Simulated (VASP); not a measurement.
Runs of VASP 6.6.1 on KMgF3. The structure is that of space group P4/mmm (No. 123), or close to it. The cells are those of the table. 

```tsv
cell	gap on the mesh (eV)	pressure (GPa)
a = 4.305, b = 4.305, c = 3.667 Å, 5 atoms	6.58	-1.8
a = 3.667, b = 3.667, c = 3.986 Å, 5 atoms	8.35	19.4
a = 3.667, b = 3.667, c = 4.305 Å, 5 atoms	7.56	12.1
a = 4.145, b = 4.145, c = 3.667 Å, 5 atoms	7.11	2.2
a = 3.667, b = 3.667, c = 4.145 Å, 5 atoms	(a)	15.2
a = 3.986, b = 3.986, c = 3.667 Å, 5 atoms	7.72	8.5
a = 3.826, b = 3.826, c = 4.305 Å, 5 atoms	7.04	(b)
```

Alike in all rows: task single point; level PBEsol; potentials or basis VASP PAW PBE potentials, release 64 (K_sv, Mg, F); no spin polarisation; k mesh 6 × 6 × 6; cutoff (eV) 520; smearing gaussian 0.05 eV.

**Question.** Estimate the missing entries.

**Answer.** (a) 7.94; (b) 1.9.

Caveats: the PAW data sets were made with another functional, which shifts forces and pressure a little.

A k mesh can miss the band edges.
